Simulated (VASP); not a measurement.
P:

```xyz
1
Lattice="4.2729 0.0000 0.0000 0.0000 4.2729 0.0000 0.0000 0.0000 4.3780" Properties=species:S:1:pos:R:3 pbc="T T T"
P     0.0000    0.0000    0.0000
```

* Program: VASP 6.6.1
* Task: relaxation of cell and atoms
* Functional: PBEsol
* Potentials or basis: VASP PAW PBE potentials, release 64 (P)
* Cutoff: 600 eV
* k mesh: 10 × 10 × 10
* Occupations: gaussian, width 0.1 eV
* Spin: no spin polarisation

At the start: pressure -3.9 GPa; volume 79.93 Å³/atom.

Question: How do energy, volume and symmetry change on relaxing?

Answer: Over 18 steps the energy falls by 4613.6 meV/atom and the volume is 14.18 Å³/atom (-82.3 %); space group Pm-3m (No. 221, to 0.05 Å).

The path:
| step | energy change (eV) | largest force (eV/Å) | pressure (GPa) | volume (Å³) |
| --- | --- | --- | --- | --- |
| 1 | 0.0000 | 0.0000 | -3.89 | 79.93 |
| 2 | -0.6782 | 0.0000 | -7.10 | 59.52 |
| 3 | -2.7997 | 0.0000 | -17.84 | 30.63 |
| 4 | 22.9226 | 0.0000 | 2385.64 | 3.90 |
| 5 | -3.0780 | 0.0000 | -18.98 | 28.22 |
| 6 | -4.3313 | 0.0000 | 28.53 | 12.33 |
| 7 | -4.3420 | 0.0000 | -15.23 | 17.75 |
| 8 | -4.5030 | 0.0000 | -6.62 | 15.31 |
| 9 | -4.5164 | 0.0000 | 0.90 | 14.33 |
| 10 | -4.1318 | 0.0000 | 46.22 | 11.54 |
| 11 | -4.5722 | 0.0000 | 7.64 | 13.53 |
| 12 | -4.5741 | 0.0000 | 8.68 | 13.44 |
| 13 | -4.5388 | 0.0000 | -7.50 | 15.37 |
| 14 | -4.6135 | 0.0000 | -0.16 | 14.20 |
| 15 | -4.6135 | 0.0000 | 0.05 | 14.17 |
| 16 | -4.6135 | 0.0000 | 0.19 | 14.16 |
| 17 | -4.6136 | 0.0000 | -0.11 | 14.19 |
| 18 | -4.6136 | 0.0000 | 0.01 | 14.18 |

Final structure:
```yaml
crystal:
  lattice:
    - [2.42023, 0.00000, 0.00000]
    - [0.00000, 2.42023, 0.00000]
    - [0.00000, 0.00000, 2.42042]
  atoms:
    - { symbol: P, position: [0.00000, 0.00000, 0.00000] }
```

Caveat: the volume moved by over 15 % at a fixed basis, so the end points are rough; the PAW data sets were made with another functional, which shifts forces and pressure a little; the volume moved by -82 % from the deposited cell, more than functionals usually miss.
